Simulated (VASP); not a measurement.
Runs of VASP 6.6.1 on BaO. The structure is that of space group Fm-3m (No. 225), or close to it. The cells are those of the table. 

```tsv
task	cell	cutoff (eV)	gap on the mesh (eV)	pressure (GPa)
single point	a = 3.941 Å, angles 60.0°, 2 atoms	520	(b)	1.6
single point	a = 4.064 Å, angles 60.0°, 2 atoms	600	(a)	-4.1
single point	a = 3.889 Å, angles 60.0°, 2 atoms	600	(c)	4.8
single point	a = 3.850 Å, angles 60.0°, 2 atoms	600	1.78	7.7
single point	a = 3.743, b = 3.714 Å, angles 60.3, 59.5, 60.3°, 2 atoms	600	1.29	19.3
relaxation of cell and atoms	relaxed from a = 3.889 Å, angles 60.0°, 2 atoms	600	2.10	0.0
```

Alike in all rows: level PBE; potentials or basis VASP PAW PBE potentials, release 64 (Ba_sv, O); no spin polarisation; k mesh 8 × 8 × 8; smearing gaussian 0.02 eV.

Fill in the values left out.

(a) 2.29; (b) 2.04; (c) 1.90.

Caveats: spin-orbit coupling is left out, which moves the levels of the heavy elements.

A k mesh can miss the band edges, and the runs leave out spin-orbit coupling on Ba.
